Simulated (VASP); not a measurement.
The system is NaH.

```
Na H
1.0
     2.84852    0.00000    0.00000
     0.00000    2.84852    0.00000
     0.00000    0.00000    2.93239
Na H
1 1
Cartesian
  0.0000 0.0000 0.0000
  1.4243 1.4243 1.4662
```

This cell differs from its parent crystal: biaxial xy strain -2.9%.

Program: VASP 6.6.1. Alike in all runs: task single point; potentials or basis VASP PAW PBE potentials, release 64 (Na_pv, H); no spin polarisation; cell as given.

Order these runs on this cell by their band gap on the k mesh, lowest first.
A. level r2SCAN; k mesh 8 × 8 × 8; cutoff (eV) 550; smearing gaussian 0.01 eV
B. level HSE06; k mesh 6 × 6 × 6; cutoff (eV) 400; smearing gaussian 0.01 eV; grid for exact exchange (PRECFOCK) Normal; share of exact exchange 0.25; screening parameter 0.2079 1/Å
C. level PBE; k mesh 8 × 8 × 8; cutoff (eV) 500; smearing fermi-dirac 0.02 eV

C (0.84 eV), A (1.42 eV), B (1.69 eV).

Caveats: the structure was generated, so it needn't be the stable form of NaH.

A k mesh can miss the band edges.
